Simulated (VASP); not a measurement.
Set up this calculation in VASP 6.6.1, as the native input.

```yaml
Task: single point
Functional: PBEsol
Potentials_or_basis: VASP PAW PBE potentials, release 64 (Al)
Cutoff: 520 eV
k_mesh: 20 × 20 × 20
Occupations: gaussian, width 0.1 eV
Spin: no spin polarisation
Dipole_correction: no
Further_INCAR_settings: ALGO = Normal; EDIFF = 1e-07; NBANDS = 8
```

The structure of Al lies in POSCAR:

```
Al
1.0
    2.7015031736      0.0000000000      0.0000000000
    0.0000000000      2.7015031736      0.0000000000
    0.0000000000      0.0000000000      2.7015031736
Al
1
Direct
    0.0000000000      0.0000000000      0.0000000000
```

These files were run (other wordings do the same):

INCAR

```
  PREC = Accurate
  ENCUT = 520
  EDIFF = 1E-7
  ISMEAR = 0
  SIGMA = 0.1
  LREAL = False
  LASPH = True
  NELM = 80
  ALGO = Normal
  ISIF = 2
  LWAVE = False
  LCHARG = True
  GGA = PS
  LELF = True
  LVHAR = True
  NBANDS = 8
```

KPOINTS

```
regular mesh
0
Gamma
  20 20 20
```

Potentials or basis: VASP PAW PBE potentials, release 64 (Al).

Launch:

```bash
$ cat potpaw_PBE.64/Al/POTCAR > POTCAR
$ mpirun -np 1 vasp_std > vasp.out
```

It gave:

```
Pressure : 0.1 GPa
```

Caveat: the PAW data sets were made with another functional, which shifts forces and pressure a little.

Wall time 31 s on 1 thread of AMD EPYC 7R13, on a shared host, peak memory 0.12 GiB.
